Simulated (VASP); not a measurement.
Here is a VASP 6.6.1 calculation.

The input INCAR:

```
SYSTEM = Ge
ALGO = Normal
DIPOL = 0.5 0.5 0.500
EDIFF = 1E-6
ENCUT = 520
GGA = PE
IDIPOL = 3
ISIF = 2
ISMEAR = 0
IVDW = 12
LASPH = .TRUE.
LCHARG = .FALSE.
LDIPOL = .TRUE.
LREAL = .FALSE.
LWAVE = .FALSE.
NBANDS = 21
NELM = 60
PREC = Accurate
SIGMA = 0.1
```

File KPOINTS:

```
k-points
0
G
  12 12 1
  0 0 0
```

The input POSCAR:

```
Ge
1.0
    4.0300000000      0.0000000000      0.0000000000
   -2.0150000000      3.4900823773      0.0000000000
    0.0000000000      0.0000000000     28.0000000000
Ge
2
Direct
    0.3333333333      0.6666666667      0.5000000000
    0.6666666667      0.3333333333      0.5000000000
```

Potentials or basis: VASP PAW PBE potentials, release 64 (Ge_d).

The run is started by

```console
$ cat potpaw_PBE.64/Ge_d/POTCAR > POTCAR
$ mpirun -np 1 vasp_std > vasp.out
```

(1) Predict the dispersion energy per atom.

(2) What does it give for the band gap on the k mesh?

Results:

(1) -0.154 eV.

(2) zero (bands 14 and 15 overlap by 1.01 eV).
